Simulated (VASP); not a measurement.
A run of VASP 6.6.1 is set up as follows.

POSCAR

```
W
1.0
   -1.6372325000      1.6372325000      1.5174350000
    1.6372325000     -1.6372325000      1.5174350000
    1.6372325000      1.6372325000     -1.5174350000
W
1
Direct
    0.0000000000      0.0000000000      0.0000000000
```

File INCAR.step1:

```
SYSTEM = W
PREC = Accurate
ENCUT = 520
ISMEAR = 0
SIGMA = 0.15
LREAL = .False.
LASPH = .True.
NELM = 60
NBANDS = 13
GGA = PE
ALGO = Normal
EDIFF = 1E-4
LWAVE = .True.
LCHARG = .False.
```

INCAR.step2

```
SYSTEM = W
PREC = Accurate
ENCUT = 520
EDIFF = 1E-6
ISMEAR = 0
SIGMA = 0.15
LREAL = .False.
LASPH = .True.
NELM = 60
ALGO = Normal
ISIF = 2
LWAVE = .False.
LCHARG = .False.
METAGGA = R2SCAN
LMIXTAU = .True.
NBANDS = 13
ISTART = 1
```

Contents of KPOINTS:

```
regular mesh
0
Gamma
  20 20 20
  0 0 0
```

Potentials or basis: VASP PAW PBE potentials, release 64 (W_sv).

Run with:

```sh
$ cat potpaw_PBE.64/W_sv/POTCAR > POTCAR
$ cp INCAR.step1 INCAR
$ mpirun -np 1 vasp_std > vasp.out
$ cp INCAR.step2 INCAR
$ mpirun -np 1 vasp_std > vasp.out
```

Estimate the band gap on the k mesh.

zero (bands 7 and 8 overlap by 6.22 eV).

Estimate the pressure.

-4.8 GPa.

Stress tensor (GPa, compression positive):
```
-13.46   0.00   0.00
  0.00 -13.46   0.00
  0.00   0.00  12.57
```

Caveat: the cell differs from its parent crystal (strain +0.025 along x and y, -0.050 along z); the stress differs along the axes, from -13 to 13 GPa; the PAW data sets were made with another functional, which shifts forces and pressure a little; spin-orbit coupling is left out, which moves the levels of the heavy elements.
